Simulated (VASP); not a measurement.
# Se (P3_121) in VASP: further runs, part 2 of 2

VASP 6.6.1.

### 3 Single point, PBEsol-based global hybrid with 25 % exact exchange

Contents of POSCAR:

```
Se
1.0
    4.3662000000      0.0000000000      0.0000000000
   -2.1831000000      3.7812401180      0.0000000000
    0.0000000000      0.0000000000      4.9536000000
Se
3
Direct
    0.7746000000      0.7746000000      0.0000000000
    0.0000000000      0.2254000000      0.6666666667
    0.2254000000      0.0000000000      0.3333333333
```

Contents of INCAR.step1:

```
PREC     = Accurate       # precision mode
ENCUT    = 400            # plane-wave cutoff, eV
EDIFF    = 1E-5           # SCF threshold, eV
ISMEAR   = -1             # smearing method
SIGMA    = 0.05           # smearing width, eV
LREAL    = False          # projectors in reciprocal space
LASPH    = True           # aspherical terms in the spheres
NELM     = 120            # most SCF steps
ALGO     = Normal         # electronic algorithm
ISIF     = 2              # what is computed and relaxed
LWAVE    = True           # write WAVECAR
NBANDS   = 16             # bands
GGA      = PE             # functional
GGA_COMPAT= False
```

Contents of INCAR.step2:

```
PREC     = Accurate       # precision mode
ENCUT    = 400            # plane-wave cutoff, eV
EDIFF    = 1E-6           # SCF threshold, eV
ISMEAR   = -1             # smearing method
SIGMA    = 0.05           # smearing width, eV
LREAL    = False          # projectors in reciprocal space
LASPH    = True           # aspherical terms in the spheres
NELM     = 120            # most SCF steps
ALGO     = Normal         # electronic algorithm
ISIF     = 2              # what is computed and relaxed
LWAVE    = False          # write WAVECAR
LCHARG   = True           # write CHGCAR
GGA      = PS             # functional
LHFCALC  = True           # exact exchange
AEXX     = 0.25           # exact-exchange fraction
PRECFOCK = Normal       
LELF     = True           # ELF
LVHAR    = True         
NBANDS   = 16             # bands
ISTART   = 1            
GGA_COMPAT= False
```

Contents of KPOINTS:

```
regular mesh
0
Gamma
  4 4 3
```

Potentials or basis: VASP PAW PBE potentials, release 64 (Se).

Command:

```sh
$ cat potpaw_PBE.64/Se/POTCAR > POTCAR
$ cp INCAR.step1 INCAR
$ mpirun -np 1 vasp_std > vasp.out
$ cp INCAR.step2 INCAR
$ mpirun -np 1 vasp_std > vasp.out
```

OUTCAR:

```text
PREC = Accurate
   ENCUT = 400
   EDIFF = 1E-6
   ISMEAR = -1
   LREAL = False
   LASPH = True
   NELM = 120
   ISIF = 2
   GGA = PS
   LHFCALC = True
   AEXX = 0.25
   PRECFOCK = Normal
   ISTART = 1

 ion  position               nearest neighbor table
   1  0.775  0.775  0.000-   2 2.37   3 2.37
   2  0.000  0.225  0.667-   1 2.37   3 2.37
   3  0.225  0.000  0.333-   1 2.37   2 2.37

  LATTYP: Found a hexagonal cell.
 ALAT       =     4.3662000000
 C/A-ratio  =     1.1345334616

  Lattice vectors:

 A1 = (   4.3662000000,   0.0000000000,   0.0000000000)
 A2 = (  -2.1831000000,   3.7812401180,   0.0000000000)
 A3 = (   0.0000000000,   0.0000000000,   4.9536000000)

Analysis of symmetry for initial positions (statically):
=====================================================================
 Subroutine PRICEL returns:
 Original cell was already a primitive cell.

 Routine SETGRP: Setting up the symmetry group for a
 hexagonal supercell.

[... 157 lines left out ...]
  free energy    TOTEN  =       -15.54301853 eV

  energy without entropy =      -15.54301853  energy(sigma->0) =      -15.54301853

 E-fermi :   2.5450     XC(G=0):  -7.1531

 val. band max:        1.3539610684   @ k =   0.2500   0.2500   0.3333
 cond. band min:       4.4127002763   @ k =   0.0000   0.0000   0.3333
 fundamental gap:      3.0587392079
 Fermi energy:         2.5450184822

 k-point     1 :       0.0000    0.0000    0.0000
  band No.  band energies     occupation
      1     -15.7179      2.00000
      2     -11.1264      2.00000
      3     -11.1264      2.00000
      4      -2.3875      2.00000
      5      -2.3865      2.00000
      6      -2.3865      2.00000
[... 148 lines left out ...]
      3     -10.0062      2.00000
      4      -4.3219      2.00000
      5      -3.8768      2.00000
      6      -2.7685      2.00000
[... 8 lines left out ...]
     15      11.7304      0.00000
     16      12.2813      0.00000

------------------------ aborting loop because EDIFF is reached ----------------------------------------

  FORCE on cell =-STRESS in cart. coord.  units (eV):
  Direction    XX          YY          ZZ          XY          YZ          ZX
  --------------------------------------------------------------------------------------
  -------------------------------------------------------------------------------------
  Total       -0.5753810     -0.5753810     -1.0374815      0.0000000     -0.0000000     -0.0000000
  in kB      -11.2721632    -11.2721632    -20.3250728      0.0000000     -0.0000000     -0.0000000
  external PRESSURE =     -14.2897997 kB  Pullay stress =       0.0000000 kB

 VOLUME and BASIS-vectors are now :
 -----------------------------------------------------------------------------
  energy-cutoff  :      400.00
  volume of cell :       81.78
      direct lattice vectors                 reciprocal lattice vectors
     4.366200000  0.000000000  0.000000000     0.229032110  0.132231751  0.000000000
    -2.183100000  3.781240118  0.000000000     0.000000000  0.264463501  0.000000000
     0.000000000  0.000000000  4.953600000     0.000000000  0.000000000  0.201873385

 POSITION                                       TOTAL-FORCE (eV/Angst)
 -----------------------------------------------------------------------------------
      1.69103      2.92895      0.00000         0.140179      0.242797      0.000000
     -0.49207      0.85229      3.30240         0.140179     -0.242797      0.000000
      0.98414      0.00000      1.65120        -0.280358      0.000000     -0.000000
 -----------------------------------------------------------------------------------
    total drift:                               -0.000000     -0.000001     -0.000000

  FREE ENERGIE OF THE ION-ELECTRON SYSTEM (eV)
  ---------------------------------------------------
  free  energy   TOTEN  =       -15.5430185309 eV

  energy  without entropy=      -15.5430185309  energy(sigma->0) =      -15.54301853
```

OUTCAR.step1:

```text
PREC = Accurate
   ENCUT = 400
   EDIFF = 1E-5
   ISMEAR = -1
   LREAL = False
   LASPH = True
[... 379 lines left out ...]
      1.69103      2.92895      0.00000        -0.206493     -0.357657      0.000000
     -0.49207      0.85229      3.30240        -0.206493      0.357657     -0.000000
      0.98414      0.00000      1.65120         0.412987      0.000000      0.000000
 -----------------------------------------------------------------------------------
    total drift:                               -0.000000     -0.000001      0.000000

  FREE ENERGIE OF THE ION-ELECTRON SYSTEM (eV)
  ---------------------------------------------------
  free  energy   TOTEN  =       -10.4705332809 eV

  energy  without entropy=      -10.4705332340  energy(sigma->0) =      -10.47053326
```

OSZICAR.step1:

```text
N       E                     dE             d eps       ncg     rms          rms(c)
DAV:   1     0.689186633370E+02    0.68919E+02   -0.61918E+03   288   0.759E+02
DAV:   2    -0.642953267439E+01   -0.75348E+02   -0.71129E+02   384   0.141E+02
DAV:   3    -0.105247549606E+02   -0.40952E+01   -0.40851E+01   360   0.373E+01
DAV:   4    -0.105490730739E+02   -0.24318E-01   -0.24316E-01   384   0.347E+00
DAV:   5    -0.105492481412E+02   -0.17507E-03   -0.17507E-03   368   0.285E-01    0.704E+00
DAV:   6    -0.104910228782E+02    0.58225E-01   -0.34151E-02   376   0.116E+00    0.435E+00
DAV:   7    -0.104710102925E+02    0.20013E-01   -0.71143E-02   360   0.165E+00    0.199E-01
DAV:   8    -0.104703781777E+02    0.63211E-03   -0.83647E-03   328   0.561E-01    0.101E-01
DAV:   9    -0.104704847762E+02   -0.10660E-03   -0.28009E-04   400   0.107E-01    0.339E-02
DAV:  10    -0.104705300561E+02   -0.45280E-04   -0.49439E-05   336   0.469E-02    0.667E-03
DAV:  11    -0.104705332809E+02   -0.32248E-05   -0.69984E-06   288   0.165E-02
   1 F= -.10470533E+02 E0= -.10470533E+02  d E =-.468708E-07
```

It took 9.4 min on 1 thread of AMD EPYC 7R13, shared host; peak memory 0.15 GiB.

What came out:

```yaml
Free_energy: -15.5430 eV
Pressure: -1.4 GPa
Largest_force: 0.280 eV/Å
Band_gap_on_the_k_mesh: 3.06 eV (least direct gap 3.48 eV)
```

Forces on the atoms (eV/Å):
```
Se   0.140  0.243  0.000
Se   0.140 -0.243  0.000
Se  -0.280  0.000  0.000
```

Caveat: the k points lie up to 0.42 Å⁻¹ apart; the PAW data sets were made with another functional, which shifts forces and pressure a little; an odd mesh through Γ misses points on the zone boundary, where band edges can lie.

### 4 Single point, RPBE

Contents of INCAR:

```
SYSTEM = Se
  PREC = Accurate
  ENCUT = 520
  EDIFF = 1E-7
  ISMEAR = -1
  SIGMA = 0.05
  LREAL = .FALSE.
  LASPH = .TRUE.
  NELM = 60
  ALGO = Normal
  ISIF = 2
  LWAVE = .FALSE.
  LCHARG = .FALSE.
  GGA = RP
  NBANDS = 16
```

Contents of KPOINTS:

```
regular mesh
0
G
  7 7 6
  0 0 0
```

POSCAR is that of step 3.

Potentials or basis: VASP PAW PBE potentials, release 64 (Se).

Command:

```sh
$ cat potpaw_PBE.64/Se/POTCAR > POTCAR
$ mpirun -np 1 vasp_std > vasp.out
```

OUTCAR:

```text
SYSTEM = Se
   PREC = Accurate
   ENCUT = 520
   EDIFF = 1E-7
   ISMEAR = -1
   LREAL = .FALSE.
   LASPH = .TRUE.
   NELM = 60
   ISIF = 2
   GGA = RP

 ion  position               nearest neighbor table
   1  0.775  0.775  0.000-   2 2.37   3 2.37
   2  0.000  0.225  0.667-   1 2.37   3 2.37
   3  0.225  0.000  0.333-   1 2.37   2 2.37

  LATTYP: Found a hexagonal cell.
 ALAT       =     4.3662000000
 C/A-ratio  =     1.1345334616

  Lattice vectors:

 A1 = (   4.3662000000,   0.0000000000,   0.0000000000)
 A2 = (  -2.1831000000,   3.7812401180,   0.0000000000)
 A3 = (   0.0000000000,   0.0000000000,   4.9536000000)

Analysis of symmetry for initial positions (statically):
=====================================================================
 Subroutine PRICEL returns:
 Original cell was already a primitive cell.

 Routine SETGRP: Setting up the symmetry group for a
 hexagonal supercell.

 Subroutine GETGRP returns: Found  6 space group operations
 (whereof  2 operations were pure point group operations)
 out of a pool of 24 trial point group operations.

The static configuration has the point symmetry C_2 .
 The point group associated with its full space group is D_3 .

Analysis of symmetry for dynamics (positions and initial velocities):
=====================================================================
 Subroutine PRICEL returns:
 Original cell was already a primitive cell.

 Routine SETGRP: Setting up the symmetry group for a
 hexagonal supercell.

 Subroutine GETGRP returns: Found  6 space group operations
 (whereof  2 operations were pure point group operations)
 out of a pool of 24 trial point group operations.

The dynamic configuration has the point symmetry C_2 .
 The point group associated with its full space group is D_3 .

 Subroutine INISYM returns: Found  6 space group operations
 (whereof  2 operations are pure point group operations),
 and found     1 'primitive' translations

[... 113 lines left out ...]
   IALGO  =     38    algorithm
   IMIX   =      4    mixing-type and parameters
     AMIX     =   0.40;   BMIX     =  1.00
     AMIX_MAG =   1.60;   BMIX_MAG =  1.00
  volume/ion in A,a.u.               =      27.26       183.96
  Fermi-wavevector in a.u.,A,eV,Ry     =   0.988430  1.867862 13.292817  0.976995
  Thomas-Fermi vector in A             =   2.119956
   LORBIT       =      0    0 simple, 1 ext, 2 COOP (PROOUT), +10 PAW based schemes
   GGA     = RP    functional components
   LHFCALC =     F    Hartree Fock is set to
   AEXX    =    0.0000 exact exchange contribution
   IVDW    =     0    specifies the selected vdW correction
   LEPSILON=     F    determine dielectric tensor
   LRPA    =     F    only Hartree local field effects (RPA)
 non-spin polarized calculation
  energy-cutoff  :      520.00
  volume of cell :       81.78
 maximum number of plane-waves:      2214
   NGX = 17   NGY = 17   NGZ = 19

 number of electron      18.0000001 magnetization

 Free energy of the ion-electron system (eV)
  ---------------------------------------------------
  ext. energy  EPLUGINS =         0.00000000
  ---------------------------------------------------
  free energy    TOTEN  =        -9.48597299 eV

  energy without entropy =       -9.48597276  energy(sigma->0) =       -9.48597288

 E-fermi :   3.4076     XC(G=0):  -8.6424

 val. band max:        2.7803416903   @ k =   0.4286   0.1429   0.5000
 cond. band min:       4.0453401228   @ k =   0.2857   0.2857   0.5000
 fundamental gap:      1.2649984325
 Fermi energy:         3.4075736726

 k-point     1 :       0.0000    0.0000    0.0000
  band No.  band energies     occupation
      1     -13.0420      2.00000
      2      -8.9190      2.00000
      3      -8.9190      2.00000
      4      -1.0495      2.00000
      5      -1.0495      2.00000
      6      -0.9581      2.00000
[... 433 lines left out ...]
      3      -7.5791      2.00000
      4      -2.3722      2.00000
      5      -1.6356      2.00000
      6      -0.7986      2.00000
[... 8 lines left out ...]
     15      10.5593      0.00000
     16      11.2296      0.00000

 [... further k-points ...]

------------------------ aborting loop because EDIFF is reached ----------------------------------------

  FORCE on cell =-STRESS in cart. coord.  units (eV):
  Direction    XX          YY          ZZ          XY          YZ          ZX
  --------------------------------------------------------------------------------------
  -------------------------------------------------------------------------------------
  Total        2.0697860      2.0697860      2.9363554      0.0000000      0.0000000     -0.0000000
  in kB       40.5487266     40.5487266     57.5254985      0.0000000      0.0000000     -0.0000000
  external PRESSURE =      46.2076506 kB  Pullay stress =       0.0000000 kB

 VOLUME and BASIS-vectors are now :
 -----------------------------------------------------------------------------
  energy-cutoff  :      520.00
  volume of cell :       81.78
      direct lattice vectors                 reciprocal lattice vectors
     4.366200000  0.000000000  0.000000000     0.229032110  0.132231751  0.000000000
    -2.183100000  3.781240118  0.000000000     0.000000000  0.264463501  0.000000000
     0.000000000  0.000000000  4.953600000     0.000000000  0.000000000  0.201873385

 POSITION                                       TOTAL-FORCE (eV/Angst)
 -----------------------------------------------------------------------------------
      1.69103      2.92895      0.00000        -0.208073     -0.360393      0.000000
     -0.49207      0.85229      3.30240        -0.208073      0.360393      0.000000
      0.98414      0.00000      1.65120         0.416146     -0.000000     -0.000000
 -----------------------------------------------------------------------------------
    total drift:                                0.000000      0.000000      0.000000

  FREE ENERGIE OF THE ION-ELECTRON SYSTEM (eV)
  ---------------------------------------------------
  free  energy   TOTEN  =        -9.4859729905 eV

  energy  without entropy=       -9.4859727614  energy(sigma->0) =       -9.48597288
```

stdout:

```text
POSCAR found type information on POSCAR Se
 POSCAR found :  1 types and       3 ions
 scaLAPACK will be used
 -----------------------------------------------------------------------------
|                                                                             |
|                                                                             |
|     You enforced a specific xc type in the INCAR file but a different       |
|     I HOPE YOU KNOW WHAT YOU ARE DOING!                                     |
|                                                                             |
 -----------------------------------------------------------------------------

 LDA part: xc-table for (Slater+PW92), standard interpolation
 POSCAR, INCAR and KPOINTS ok, starting setup
 FFT: planning ... GRIDC
 FFT: planning ... GRID_SOFT
 FFT: planning ... GRID
 WAVECAR not read
 entering main loop
```

Wall time 49 s (1 thread of Intel Xeon Platinum 8259CL at 2.50GHz (Skylake/Cascade Lake), shared host); peak memory 0.2 GiB.

What came out:

```
Free energy            : -9.4860 eV
Pressure               : 4.6 GPa
Largest force          : 0.416 eV/Å
Band gap on the k mesh : 1.26 eV (least direct gap 1.51 eV)
```

Forces on the atoms (eV/Å):
```
Se  -0.208 -0.360  0.000
Se  -0.208  0.360  0.000
Se   0.416  0.000  0.000
```

Stress tensor (GPa, compression positive):
```
4.05 0.00 0.00
0.00 4.05 0.00
0.00 0.00 5.75
```

Caveat: the cell stands under pressure; the PAW data sets were made with another functional, which shifts forces and pressure a little; an odd mesh through Γ misses points on the zone boundary, where band edges can lie.

### 5 Overview

| task | level | cell | k mesh | cutoff (eV) | grid for exact exchange (PRECFOCK) | share of exact exchange | gap on the mesh (eV) | pressure (GPa) | largest force (eV/Å) |
| --- | --- | --- | --- | --- | --- | --- | --- | --- | --- |
| relaxation of cell and atoms | RPBE+D4 | relaxed | 7 × 7 × 6 | 600 | - | - | 0.87 | 0.0 | 0.01 |
| single point | PBEsol-based global hybrid with 25 % exact exchange | as given | 4 × 4 × 3 | 400 | Normal | 0.25 | 3.06 | -1.4 | 0.28 |
| single point | RPBE | as given | 7 × 7 × 6 | 520 | - | - | 1.26 | 4.6 | 0.42 |

Alike in all rows: potentials or basis VASP PAW PBE potentials, release 64 (Se); no spin polarisation; smearing fermi-dirac 0.05 eV.

Caveats: some runs use coarse meshes; the PAW data sets were made with another functional, which shifts forces and pressure a little; an odd mesh through Γ misses points on the zone boundary, where band edges can lie; the cell stands under pressure (at least some runs).

Total energies depend on the potentials used, so only differences within one code and one set of settings carry meaning.
